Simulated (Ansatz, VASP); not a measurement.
Cu: VASP beside Ansatz

```
Cu
1.0
    -1.44716    1.43374    1.36013
     1.44725   -1.43990    1.36668
     1.46384    1.45658   -1.36658
Cu
1
Direct
  0.99823 0.97807 0.02493
```

Change from the starting cell: all atoms moved at random (sigma 0.04 Å), cell strained at random (1 %).

Alike in both runs: task single point; functional PBE; k mesh 14 × 14 × 14; occupations gaussian, width 0.1 eV; no spin polarisation.

|  | VASP | Ansatz |
| --- | --- | --- |
| version | VASP 6.6.1 | Ansatz 0.2.0 |
| potentials or method | VASP PAW PBE potentials, release 64 (Cu), cutoff 520 eV | scalar-relativistic, plane waves, PAW |
| valence electrons in the cell | 11 | 19 |

|  | VASP | Ansatz | Ansatz less VASP |
| --- | --- | --- | --- |
| gap on the k mesh at the Fermi level (eV) | none | none | - |
| pressure (GPa) | 7.9 | 7.1 | -0.78 |
| traceless stress, the component that is largest in VASP (GPa) | -1.11 | -1.13 | -0.014 |

A gap of «none» marks a metal or a gap that the smearing closes. VASP's potentials hold 11 valence electrons a cell and Ansatz's 19, so a difference there can come from the potentials and not from the codes.
